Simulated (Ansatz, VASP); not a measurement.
**Two plane-wave programs on MgO**

POSCAR

```
MgO
1.0
    0.0000000000      2.1085000000      2.1085000000
    2.1085000000      0.0000000000      2.1085000000
    2.1085000000      2.1085000000      0.0000000000
Mg O
1 1
Direct
    0.0000000000      0.0000000000      0.0000000000
    0.5000000000      0.5000000000      0.5000000000
```

The input INCAR.step1:

```
PREC = Accurate ; ENCUT = 750
ISMEAR = 0 ; SIGMA = 0.1
LREAL = F ; LASPH = T
NELM = 120 ; NBANDS = 15
GGA = PE ; ALGO = Normal
EDIFF = 1E-5 ; LWAVE = T
LCHARG = F ; GGA_COMPAT = F
```

File INCAR.step2:

```
PREC = Accurate ; ENCUT = 750
EDIFF = 1E-6 ; ISMEAR = 0
SIGMA = 0.1 ; LREAL = F
LASPH = T ; NELM = 120
ALGO = Normal ; ISIF = 2
LWAVE = F ; LCHARG = F
METAGGA = R2SCAN ; LMIXTAU = T
NBANDS = 15 ; ISTART = 1
GGA_COMPAT = F
```

KPOINTS

```
Automatic mesh
0
Gamma
  8 8 8
```

Input for Ansatz:

```yaml
crystal:
  lattice:
    - [0.0, 2.1085, 2.1085]
    - [2.1085, 0.0, 2.1085]
    - [2.1085, 2.1085, 0.0]
  atoms:
    - { symbol: Mg, position: [0.0, 0.0, 0.0] }
    - { symbol: O, position: [0.5, 0.5, 0.5] }
basis:
  ecutwfc: 500
kpoints:
  mp_grid: { grid: [8, 8, 8] }
hamiltonian:
  xc: r2scan
  pseudopotentials: { kind: paw }
scf:
  occupations: { method: gaussian, width: 0.1 }
output:
  forces: true
  stress: true
  eigenvalues: true
```

Alike in both runs: task single point; functional r2SCAN; k mesh 8 × 8 × 8; occupations gaussian, width 0.1 eV; no spin polarisation.

```csv
,VASP,Ansatz
version,VASP 6.6.1,Ansatz 0.2.0
potentials or method,"VASP PAW PBE potentials, release 64 (Mg_sv, O), cutoff 750 eV","scalar-relativistic, plane waves, PAW"
valence electrons in the cell,16,16
```

```tsv
	VASP	Ansatz	Ansatz less VASP
gap on the k mesh at the Fermi level (eV)	5.61	5.59	-0.019
least direct gap on the mesh (eV)	5.61	5.59	-0.019
pressure (GPa)	-1.4	-1.5	-0.02
```

VASP's potentials were made for PBE, not for r2SCAN. With one functional, cell and mesh, what is left measures potentials, basis and numerics.
